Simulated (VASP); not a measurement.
Input of a VASP 6.6.1 run:

Contents of INCAR:

```
SYSTEM = H2CO2
PREC     = Accurate       ! precision mode
ENCUT    = 520            ! plane-wave cutoff, eV
EDIFF    = 1E-6           ! SCF threshold, eV
ISMEAR   = -1             ! smearing method
SIGMA    = 0.05           ! smearing width, eV
LREAL    = Auto         
LASPH    = .TRUE.         ! aspherical terms in the spheres
NELM     = 60             ! most SCF steps
ALGO     = Normal         ! electronic algorithm
ISIF     = 2              ! what is computed and relaxed
LWAVE    = .FALSE.        ! write WAVECAR
LCHARG   = .FALSE.        ! write CHGCAR
GGA      = PE             ! functional
IVDW     = 12             ! dispersion correction
NBANDS   = 75             ! bands
```

File KPOINTS:

```
regular mesh
0
G
  1 1 1
  0 0 0
```

The input POSCAR:

```
H2CO2
1.0
    7.2304270000      0.0000000000      0.0000000000
    0.0000000000      7.2304270000      0.0000000000
    0.0000000000      0.0000000000      7.2304270000
O C H
12 6 12
Direct
    0.4658922633      0.1941932337      0.8420664506
    0.3438109534      0.3645151248      0.5989272833
    0.7793315664      0.2090747891      0.3489005559
    0.9432223021      0.4496691551      0.2590303450
    0.3593702004      0.7216447936      0.6832514871
    0.6346928058      0.8425228552      0.5973091216
    1.0784148709      0.4557545495      0.7910459507
    0.7959004358      0.3473930378      0.6826567781
    0.2923478793      0.6635845988      0.0927331124
    0.4938435863      0.4488254981      0.1569755147
    0.7530813879      1.0017942232      1.0718039197
    0.9930533840      1.0444473058      0.8663665369
    0.4421868861      0.2333610449      0.6593248227
    0.9356570504      0.3109913149      0.3437832925
    0.4766385166      0.8243634850      0.5569795532
    0.8939029465      0.4348567519      0.7925672993
    0.4023137223      0.5837691190      0.2056863308
    0.9201669556      0.9398615047      0.9845200014
    0.4104045307      0.3014759709      0.8872366736
    0.5486951186      0.1588011330      0.5671864193
    0.7157115340      0.2499714056      0.2299449258
    1.0498273477      0.2544662992      0.4105428352
    0.3011163794      0.6212634468      0.6122045074
    0.4060756025      0.9087291802      0.4560726497
    1.1318418677      0.3654417644      0.7139135766
    0.8478475753      0.5125146827      0.9047736738
    0.3155276998      0.5983325743     -0.0183391659
    0.3803233198      0.6190782370      0.3477941206
    0.7263471438      1.0908899295      0.9653371786
    0.9703023072      0.8162311852      1.0490390125
```

Potentials or basis: VASP PAW PBE potentials, release 64 (O, C, H).

Launch:

```bash
$ cat potpaw_PBE.64/O/POTCAR potpaw_PBE.64/C/POTCAR potpaw_PBE.64/H/POTCAR > POTCAR
$ mpirun -np 1 vasp_gam > vasp.out
```

Estimate the pressure.

2.4 GPa.

Predict the dispersion energy per atom.

-0.046 eV.

What does it give for the band gap on the k mesh?

3.43 eV.

Estimate the largest force.

4.516 eV/Å.

Forces on the atoms (eV/Å):
```
O    0.251 -1.447 -2.685
O    1.210 -2.544  0.678
O   -0.205 -0.090 -1.240
O    0.789  3.806 -2.300
O    0.792  0.597 -1.702
O    1.642  0.172 -0.105
O   -1.511  0.834  1.339
O    1.479  0.984  1.240
O   -1.538  2.622  0.299
O    0.683 -0.057  0.104
O    1.545 -0.591 -3.274
O   -0.777 -2.524  1.790
C    1.610  0.936 -1.668
C   -2.226 -1.935  0.671
C   -1.327 -0.844  2.794
C   -0.426 -0.896 -1.809
C    0.623 -2.798  0.553
C   -0.655  3.745 -0.588
H   -1.187  2.089  2.498
H   -1.277  0.430  0.804
H    0.041 -0.247  1.669
H    1.572 -1.184  1.472
H   -0.272  0.117  0.353
H   -0.668  0.017 -0.852
H    1.216 -1.234 -1.633
H   -1.359  1.114  1.725
H   -0.166 -0.351 -2.419
H    0.255  0.520  0.843
H   -0.628 -0.373  1.318
H    0.514 -0.867  0.127
```

Caveat: the k points lie up to 0.87 Å⁻¹ apart.
